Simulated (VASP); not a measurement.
**Na3Ag5Cl8: single point with r2SCAN**

Na3Ag5Cl8:

```
Cl Ag Na
1.0
    10.99995    0.00000    0.00000
     0.00000   10.99995    0.00000
     0.00000    0.00000   10.99995
Cl Ag Na
32 20 12
Direct
  0.24440 0.99645 0.00168
  0.25501 0.99416 0.50074
  0.24726 0.50666 0.00115
  0.24999 0.50126 0.50072
  0.75105 0.00057 0.00110
  0.75089 0.00217 0.50146
  0.75055 0.50095 0.99377
  0.74982 0.49848 0.50101
  0.99486 0.25101 0.99408
  0.00003 0.24912 0.50257
  0.99907 0.75104 0.99292
  0.00075 0.74930 0.50219
  0.50450 0.25274 0.99987
  0.50785 0.24587 0.50064
  0.50155 0.74533 0.99980
  0.49667 0.75270 0.50340
  0.00299 0.00013 0.24909
  0.00530 0.00095 0.75510
  0.00209 0.50020 0.24839
  0.00234 0.49922 0.75613
  0.49387 0.00005 0.25408
  0.49513 0.00068 0.74909
  0.49408 0.50020 0.24772
  0.49681 0.49944 0.75572
  0.25405 0.24987 0.24957
  0.25313 0.25035 0.74969
  0.25798 0.74935 0.24998
  0.25030 0.74930 0.75016
  0.74589 0.25094 0.24925
  0.74927 0.25642 0.74915
  0.74787 0.75065 0.24902
  0.74876 0.74755 0.75510
  0.99720 0.00068 0.00209
  0.99849 0.50148 0.00204
  0.50316 0.99911 0.50156
  0.49859 0.49921 0.00146
  0.25055 0.75144 0.99967
  0.24843 0.74747 0.50018
  0.74950 0.25111 0.99898
  0.75421 0.25050 0.49914
  0.75021 0.75037 0.00208
  0.24854 0.99941 0.25157
  0.25021 0.99947 0.75106
  0.24823 0.49975 0.25095
  0.24968 0.50021 0.75119
  0.74966 0.50218 0.74718
  0.00153 0.25048 0.74833
  0.99965 0.74976 0.74769
  0.49979 0.25025 0.25051
  0.50152 0.25039 0.75021
  0.50272 0.75016 0.25188
  0.49890 0.74980 0.75177
  0.00474 0.99896 0.50388
  0.00089 0.49933 0.50542
  0.49646 0.99767 0.00144
  0.49891 0.49944 0.50310
  0.24986 0.25297 0.99848
  0.25595 0.24690 0.50055
  0.74725 0.75022 0.50353
  0.74628 0.00162 0.25069
  0.75011 0.00344 0.75221
  0.74596 0.49998 0.24429
  0.99998 0.25031 0.24664
  0.00612 0.75009 0.24439
```

```
Program             : VASP 6.6.1
Task                : single point
Functional          : r2SCAN
Potentials or basis : VASP PAW PBE potentials, release 64 (Cl, Ag, Na_pv)
Cutoff              : 520 eV
k mesh              : 1 × 1 × 1
Occupations         : fermi-dirac, width 0.05 eV
Spin                : no spin polarisation
```

```yaml
Pressure: 1.8 GPa
Largest_force: 0.276 eV/Å
Band_gap_on_the_k_mesh: 2.15 eV
```

Forces on the atoms (eV/Å):
```
Cl   0.165  0.188 -0.005
Cl  -0.148  0.175  0.004
Cl   0.021 -0.205  0.019
Cl   0.003 -0.172 -0.007
Cl  -0.177  0.002  0.004
Cl   0.138 -0.154  0.010
Cl  -0.031 -0.006  0.177
Cl  -0.003  0.158 -0.154
Cl   0.197 -0.025  0.191
Cl   0.177  0.001 -0.175
Cl   0.009  0.013  0.191
Cl  -0.138  0.005 -0.160
Cl  -0.202 -0.171  0.028
Cl  -0.183  0.161 -0.013
Cl  -0.013  0.183  0.031
Cl   0.163 -0.163 -0.024
Cl  -0.180  0.003  0.154
Cl  -0.195  0.000 -0.165
Cl  -0.179 -0.005  0.167
Cl  -0.038  0.008 -0.188
Cl   0.193  0.001 -0.160
Cl   0.196 -0.008  0.150
Cl   0.190 -0.009  0.165
Cl   0.048  0.006 -0.178
Cl  -0.186  0.004 -0.005
Cl  -0.028 -0.019  0.003
Cl  -0.197  0.006  0.003
Cl  -0.018  0.021 -0.013
Cl   0.186 -0.004  0.004
Cl   0.039 -0.180 -0.009
Cl   0.167 -0.006  0.155
Cl   0.016  0.183 -0.187
Ag   0.004  0.004  0.006
Ag   0.003 -0.006  0.018
Ag   0.010  0.000  0.001
Ag   0.002 -0.005  0.008
Ag   0.004  0.008 -0.002
Ag   0.006  0.002  0.000
Ag   0.005 -0.003 -0.003
Ag   0.005 -0.005  0.003
Ag   0.004  0.004  0.007
Ag  -0.013  0.004 -0.001
Ag   0.000 -0.002  0.006
Ag  -0.016 -0.003  0.003
Ag  -0.003 -0.001  0.002
Ag  -0.004  0.001 -0.004
Ag  -0.004 -0.006 -0.007
Ag   0.003  0.001 -0.011
Ag   0.001  0.000  0.004
Ag   0.000 -0.006 -0.002
Ag   0.017 -0.001 -0.002
Ag   0.009  0.002 -0.002
Na   0.005  0.021  0.013
Na  -0.023  0.014 -0.010
Na  -0.004  0.032 -0.048
Na   0.026  0.011 -0.006
Na   0.002 -0.012  0.019
Na  -0.012 -0.002 -0.011
Na   0.018 -0.005 -0.006
Na  -0.002 -0.027 -0.014
Na  -0.003 -0.003 -0.013
Na  -0.008  0.006  0.018
Na   0.002 -0.010  0.003
Na  -0.027 -0.003  0.018
```

Levels at points of the mesh, in eV from the valence-band top:
```
           k point  band 261  band 262  band 263  band 264  band 265  band 266  band 267  band 268
(0.00, 0.00, 0.00)     -0.09     -0.02      0.00      0.00      2.15      3.43      3.59      3.89
```

Run time: 70 min on 1 thread of Intel Xeon 8259CL (shared host), peak memory 1.4 GiB.

Caveat: the k points lie up to 0.57 Å⁻¹ apart; the PAW data sets were made with another functional, which shifts forces and pressure a little; an odd mesh through Γ misses points on the zone boundary, where band edges can lie.
